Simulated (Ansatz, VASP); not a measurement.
# TlZnBr3 in VASP and in Ansatz

Contents of POSCAR:

```
TlZnBr3
1.0
    5.1478994688      0.0000000000      0.0000000000
    0.0000000000      5.1478994688      0.0000000000
    0.0000000000      0.0000000000      5.1478994688
Tl Zn Br
1 1 3
Direct
    0.0000000000      0.0000000000      0.0000000000
    0.5000000000      0.5000000000      0.5000000000
    0.5000000000      0.5000000000      0.0000000000
    0.5000000000      0.0000000000      0.5000000000
    0.0000000000      0.5000000000      0.5000000000
```

File INCAR.step1:

```
SYSTEM = TlZnBr3
PREC = Accurate
ENCUT = 520
ISMEAR = 0
SIGMA = 0.01
LREAL = .False.
LASPH = .True.
NELM = 60
NBANDS = 31
GGA = PE
ALGO = Normal
EDIFF = 1E-4
LWAVE = .True.
LCHARG = .False.
```

File INCAR.step2:

```
SYSTEM = TlZnBr3
PREC = Accurate
ENCUT = 520
EDIFF = 1E-7
ISMEAR = 0
SIGMA = 0.01
LREAL = .False.
LASPH = .True.
NELM = 60
ALGO = Normal
ISIF = 2
LWAVE = .False.
LCHARG = .False.
METAGGA = R2SCAN
LMIXTAU = .True.
NBANDS = 31
ISTART = 1
```

The input KPOINTS:

```
regular mesh
0
Gamma
  4 4 4
  0 0 0
```

Input for Ansatz:

```yaml
crystal:
  lattice:
    - [5.1478994688, 0.0, 0.0]
    - [0.0, 5.1478994688, 0.0]
    - [0.0, 0.0, 5.1478994688]
  atoms:
    - { symbol: Tl, position: [0.0, 0.0, 0.0] }
    - { symbol: Zn, position: [0.5, 0.5, 0.5] }
    - { symbol: Br, position: [0.5, 0.5, 0.0] }
    - { symbol: Br, position: [0.5, 0.0, 0.5] }
    - { symbol: Br, position: [0.0, 0.5, 0.5] }
kpoints:
  mp_grid: { grid: [4, 4, 4] }
hamiltonian:
  xc: r2scan
scf:
  occupations: { method: fixed }
  n_extra_bands: 5
output:
  forces: true
  stress: true
  eigenvalues: true
```

Alike in both runs: task single point; functional r2SCAN; k mesh 4 × 4 × 4; no spin polarisation.

|  | VASP | Ansatz |
| --- | --- | --- |
| version | VASP 6.6.1 | Ansatz 0.2.0 |
| potentials or method | VASP PAW PBE potentials, release 64 (Tl_d, Zn, Br) | plane waves, PAW |
| plane-wave cutoff (eV) | 520 | 500 |
| occupations | gaussian, width 0.01 eV | fixed |
| valence electrons in the cell | 46 | 46 |

```csv
,VASP,Ansatz,Ansatz less VASP
gap on the k mesh at the Fermi level (eV),0.95,0.96,+0.007
pressure (GPa),1.2,1.2,+0.02
```

VASP's potentials were made for PBE, not for r2SCAN.

Spin-orbit coupling is off throughout.
